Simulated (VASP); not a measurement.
# MgS in VASP: single point with PBE

Aim: the single point of MgS with PBE.

Program: VASP 6.6.1. These are calculated values, not measurements. Logs are shortened: lines on timing, memory, paths and dates and some standing lists are left out, and cuts for length are marked.

## 1. The cell of the first run

The cell holds a wire with vacuum, 4 atoms: a = 11.500 Å, b = 9.300 Å, c = 4.707 Å, α = 90.00°, β = 90.00°, γ = 90.00°.

## 2. Single point, PBE, collinear spin, ferromagnetic start

Contents of INCAR:

```
SYSTEM = MgS
ALGO = Normal ; EDIFF = 1E-6
ENCUT = 520 ; GGA = PE
ISIF = 2 ; ISMEAR = 0
ISPIN = 2 ; LASPH = .TRUE.
LCHARG = .TRUE. ; LELF = .TRUE.
LORBIT = 11 ; LREAL = .FALSE.
LVHAR = .TRUE. ; LWAVE = .FALSE.
MAGMOM = 0.5 0.5 0.5 0.5 ; NBANDS = 20
NELM = 150 ; PREC = Accurate
SIGMA = 0.05
```

Contents of KPOINTS:

```
k-points
0
G
  1 1 14
  0 0 0
```

Contents of POSCAR:

```
MgS
1.0
   11.5000000000      0.0000000000      0.0000000000
    0.0000000000      9.3000000000      0.0000000000
    0.0000000000      0.0000000000      4.7067437842
Mg S
2 2
Direct
    0.3925634571      0.5000000000      0.0000000000
    0.6074365429      0.5000000000      0.5000000000
    0.3925634571      0.5000000000      0.5000000000
    0.6074365429      0.5000000000      0.0000000000
```

Potentials or basis: VASP PAW PBE potentials, release 64 (Mg, S).

The run is started by

```sh
> cat potpaw_PBE.64/Mg/POTCAR potpaw_PBE.64/S/POTCAR > POTCAR
> mpirun -np 1 vasp_std > vasp.out
```

OUTCAR:

```text
SYSTEM = MgS
   EDIFF = 1E-6
   ENCUT = 520
   GGA = PE
   ISIF = 2
   ISMEAR = 0
   ISPIN = 2
   LASPH = .TRUE.
   LORBIT = 11
   LREAL = .FALSE.
   NELM = 150
   PREC = Accurate

 ion  position               nearest neighbor table
   1  0.393  0.500  0.000-   3 2.35   3 2.35   4 2.47   2 3.41   2 3.41
   2  0.607  0.500  0.500-   4 2.35   4 2.35   3 2.47   1 3.41   1 3.41
   3  0.393  0.500  0.500-   1 2.35   1 2.35   2 2.47
   4  0.607  0.500  0.000-   2 2.35   2 2.35   1 2.47

  LATTYP: Found a simple orthorhombic cell.
 ALAT       =     4.7067437842
 B/A-ratio  =     1.9758883055
 C/A-ratio  =     2.4433027433

  Lattice vectors:

 A1 = (   0.0000000000,   0.0000000000,  -4.7067437842)
 A2 = (   0.0000000000,   9.3000000000,   0.0000000000)
 A3 = (  11.5000000000,   0.0000000000,   0.0000000000)

Analysis of symmetry for initial positions (statically):
=====================================================================
 Subroutine PRICEL returns:
 Original cell was already a primitive cell.

 Routine SETGRP: Setting up the symmetry group for a
 simple orthorhombic supercell.

 Subroutine GETGRP returns: Found  8 space group operations
 (whereof  4 operations were pure point group operations)
 out of a pool of  8 trial point group operations.

The static configuration has the point symmetry C_2v.
 The point group associated with its full space group is D_2h.

Analysis of symmetry for dynamics (positions and initial velocities):
=====================================================================
 Subroutine PRICEL returns:
 Original cell was already a primitive cell.

 Routine SETGRP: Setting up the symmetry group for a
 simple orthorhombic supercell.

 Subroutine GETGRP returns: Found  8 space group operations
 (whereof  4 operations were pure point group operations)
 out of a pool of  8 trial point group operations.

The dynamic configuration has the point symmetry C_2v.
 The point group associated with its full space group is D_2h.

Analysis of structural, dynamic, and magnetic symmetry:
=====================================================================
 Subroutine PRICEL returns:
 Original cell was already a primitive cell.

 Routine SETGRP: Setting up the symmetry group for a
 simple orthorhombic supercell.

 Subroutine GETGRP returns: Found  8 space group operations
 (whereof  4 operations were pure point group operations)
 out of a pool of  8 trial point group operations.
[... 116 lines left out ...]
   AEXX    =    0.0000 exact exchange contribution
   IVDW    =     0    specifies the selected vdW correction
   LEPSILON=     F    determine dielectric tensor
   LRPA    =     F    only Hartree local field effects (RPA)
 spin polarized calculation
 Gauss-broadening in eV      SIGMA  =   0.05
  energy-cutoff  :      520.00
  volume of cell :      503.39
 maximum number of plane-waves:     13622
 NGX is ok and might be reduce to    90
   NGX = 43   NGY = 35   NGZ = 17

 number of electron      16.0000004 magnetization       0.0000525

 number of electron      16.0000004 magnetization      -0.0000093

 Free energy of the ion-electron system (eV)
  ---------------------------------------------------
  ext. energy  EPLUGINS =         0.00000000
  ---------------------------------------------------
  free energy    TOTEN  =       -14.25407097 eV

  energy without entropy =      -14.25407097  energy(sigma->0) =      -14.25407097

 E-fermi :  -3.8531     XC(G=0):  -2.5186

 val. band max:       -4.0860645542   @ k =   0.0000   0.0000   0.0000
 cond. band min:      -1.3794540368   @ k =   0.0000   0.0000   0.0000
 fundamental gap:      2.7066105174
 Fermi energy:        -3.8530810888

 spin component 1

 k-point     1 :       0.0000    0.0000    0.0000
  band No.  band energies     occupation
      1     -15.1411      1.00000
      2     -14.2961      1.00000
      3      -6.4758      1.00000
      4      -5.8689      1.00000
      5      -5.1489      1.00000
      6      -5.1389      1.00000
[... 160 lines left out ...]
      6      -4.5243      1.00000
[... 12 lines left out ...]
     19       3.6677      0.00000
     20       3.6677      0.00000
 Fermi energy:        -3.8530810888

 spin component 2

 k-point     1 :       0.0000    0.0000    0.0000
  band No.  band energies     occupation
      1     -15.1411      1.00000
      2     -14.2961      1.00000
      3      -6.4759      1.00000
      4      -5.8689      1.00000
      5      -5.1489      1.00000
      6      -5.1389      1.00000
[... 173 lines left out ...]
     19       3.6701      0.00000
     20       3.6701      0.00000

------------------------ aborting loop because EDIFF is reached ----------------------------------------

  FORCE on cell =-STRESS in cart. coord.  units (eV):
  Direction    XX          YY          ZZ          XY          YZ          ZX
  --------------------------------------------------------------------------------------
  -------------------------------------------------------------------------------------
  Total        0.0325478      0.0211167     -1.0385592      0.0000000      0.0000000      0.0000000
  in kB        0.1035931      0.0672102     -3.3055254      0.0000000      0.0000000      0.0000000
  external PRESSURE =      -1.0449074 kB  Pullay stress =       0.0000000 kB

 VOLUME and BASIS-vectors are now :
 -----------------------------------------------------------------------------
  energy-cutoff  :      520.00
  volume of cell :      503.39
      direct lattice vectors                 reciprocal lattice vectors
    11.500000000  0.000000000  0.000000000     0.086956522  0.000000000  0.000000000
     0.000000000  9.300000000  0.000000000     0.000000000  0.107526882  0.000000000
     0.000000000  0.000000000  4.706743784     0.000000000  0.000000000  0.212461108

 POSITION                                       TOTAL-FORCE (eV/Angst)
 -----------------------------------------------------------------------------------
      4.51448      4.65000      0.00000         0.704248      0.000000      0.000000
      6.98552      4.65000      2.35337        -0.704248      0.000000      0.000000
      4.51448      4.65000      2.35337        -0.724002      0.000000      0.000000
      6.98552      4.65000      0.00000         0.724002      0.000000      0.000000
 -----------------------------------------------------------------------------------
    total drift:                                0.000000      0.000000     -0.000000

  FREE ENERGIE OF THE ION-ELECTRON SYSTEM (eV)
  ---------------------------------------------------
  free  energy   TOTEN  =       -14.2540709663 eV

  energy  without entropy=      -14.2540709663  energy(sigma->0) =      -14.25407097

 total charge

# of ion       s       p       d       tot
------------------------------------------
    1        0.168   0.130   0.035   0.333
    2        0.168   0.130   0.035   0.333
    3        1.313   2.470   0.000   3.783
    4        1.313   2.470   0.000   3.783
--------------------------------------------------
tot          2.961   5.201   0.071   8.233

 magnetization (x)

# of ion       s       p       d       tot
------------------------------------------
    1        0.000   0.000   0.000   0.000
    2        0.000   0.000   0.000   0.000
    3       -0.000  -0.000   0.000  -0.000
    4       -0.000  -0.000   0.000  -0.000
--------------------------------------------------
tot         -0.000  -0.000   0.000  -0.000
```

stdout:

```text
POSCAR found type information on POSCAR MgS
 POSCAR found :  2 types and       4 ions
 scaLAPACK will be used
 LDA part: xc-table for (Slater+PW92), standard interpolation
 POSCAR, INCAR and KPOINTS ok, starting setup
 FFT: planning ... GRIDC
 FFT: planning ... GRID_SOFT
 FFT: planning ... GRID
 WAVECAR not read
 entering main loop
```

It took 4.9 min on 1 thread of Intel Xeon 6975P-C, shared host; peak memory 0.7 GiB.

What came out:

```
Free energy                                           : -14.2541 eV
Largest force                                         : 0.724 eV/Å
Band gap on the k mesh                                : 2.71 eV, direct
Net moment                                            : 0.00 μB per cell
Valence electrons inside the program's atomic spheres : Mg 0.33; S 3.78
```

Forces in eV/Å, atoms in the order of the input:
```
Mg   0.704  0.000  0.000
Mg  -0.704  0.000  0.000
S   -0.724  0.000  0.000
S    0.724  0.000  0.000
```

Levels at points of the mesh, in eV from the valence-band top:
Spin up:
```
           k point  band 4  band 5  band 6  band 7  band 8  band 9  band 10  band 11  band 12  band 13
(0.00, 0.00, 0.00)   -1.78   -1.06   -1.05   -0.64    0.00    2.71     3.85     5.14     5.24     5.42
(0.00, 0.00, 0.50)   -3.12   -0.44   -0.44   -0.38   -0.38    4.50     4.50     4.69     4.69     5.97
```
Spin down:
```tsv
k point	band 5	band 6	band 7	band 8	band 9	band 10	band 11	band 12
(0.00, 0.00, 0.00)	-1.06	-1.05	-0.64	0.00	2.71	3.85	5.15	5.25
(0.00, 0.00, 0.50)	-0.44	-0.44	-0.38	-0.38	4.50	4.50	4.69	4.69
```
